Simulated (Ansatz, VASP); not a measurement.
**Two plane-wave programs on Mg5O**

```
Mg O
1.0
     7.05547    0.00000    0.00000
    -3.52774    6.11022    0.00000
     0.00000    0.00000    2.94311
Mg O
5 1
Direct
  0.00000 0.23659 0.00000
  0.76341 0.76341 0.00000
  0.23659 0.00000 0.00000
  0.66667 0.33333 0.50000
  0.33333 0.66667 0.50000
  0.00000 0.00000 0.50000
```

Change from the starting cell: species swapped into the MgCd5 type (P-62m, No. 189).

Alike in both runs: functional PBE; k mesh 3 × 3 × 6; occupations gaussian, width 0.1 eV; no spin polarisation.

Ansatz relaxed the structure, and its values are those at the end. VASP's run is a single point on that final structure, the one shown.

```csv
,VASP,Ansatz
version,VASP 6.6.1,Ansatz 0.2.0
potentials or method,"VASP PAW PBE potentials, release 64 (Mg, O), cutoff 520 eV","scalar-relativistic, plane waves, PAW"
valence electrons in the cell,16,56
```

|  | VASP | Ansatz | Ansatz less VASP |
| --- | --- | --- | --- |
| gap on the k mesh at the Fermi level (eV) | none | none | - |
| pressure (GPa) | -0.2 | 0.0 | +0.16 |
| rms of the force components (eV/Å) | 0.005 | 0.002 | -0.0037 |

A gap of «none» marks a metal or a gap that the smearing closes. With one functional, cell and mesh, what is left measures potentials, basis and numerics. VASP's potentials hold 16 valence electrons a cell and Ansatz's 56, so a difference there can come from the potentials and not from the codes.
